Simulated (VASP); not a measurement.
A run of VASP 6.6.1:

Contents of POSCAR:

```
Ba
1.0
   -2.5367938902      2.5367938902      2.5367938902
    2.5367938902     -2.5367938902      2.5367938902
    2.5367938902      2.5367938902     -2.5367938902
Ba
1
Direct
    0.0000000000      0.0000000000      0.0000000000
```

Contents of INCAR.step1:

```
SYSTEM = Ba
PREC = Accurate
ENCUT = 520
ISMEAR = -1
SIGMA = 0.1
LREAL = .FALSE.
LASPH = .TRUE.
NELM = 150
LNONCOLLINEAR = .TRUE.
MAGMOM = 0 0 0
LSORBIT = .TRUE.
GGA_COMPAT = .FALSE.
NBANDS = 21
GGA = PE
ALGO = Normal
EDIFF = 1E-4
LWAVE = .TRUE.
LCHARG = .FALSE.
```

File INCAR.step2:

```
SYSTEM = Ba
PREC = Accurate
ENCUT = 520
EDIFF = 1E-7
ISMEAR = -1
SIGMA = 0.1
LREAL = .FALSE.
LASPH = .TRUE.
NELM = 150
ALGO = Normal
ISIF = 2
LWAVE = .FALSE.
LCHARG = .FALSE.
LNONCOLLINEAR = .TRUE.
MAGMOM = 0 0 0
LORBIT = 11
LSORBIT = .TRUE.
GGA_COMPAT = .FALSE.
LORBMOM = .TRUE.
METAGGA = R2SCAN
LMIXTAU = .TRUE.
NBANDS = 21
ISTART = 1
```

File KPOINTS:

```
regular mesh
0
G
  9 9 9
  0 0 0
```

Potentials or basis: VASP PAW PBE potentials, release 64 (Ba_sv).

Run with:

```bash
$ cat potpaw_PBE.64/Ba_sv/POTCAR > POTCAR
$ cp INCAR.step1 INCAR
$ mpirun -np 1 vasp_ncl > vasp.out
$ cp INCAR.step2 INCAR
$ mpirun -np 1 vasp_ncl > vasp.out
```

Hardware: 1 thread of Intel Xeon 8259CL, with other jobs on the host.

Q: Estimate the wall time of this run.

A: It took 19 min on 1 thread of Intel Xeon 8259CL, on a shared host, peak memory 0.49 GiB. Counts: k points 35.
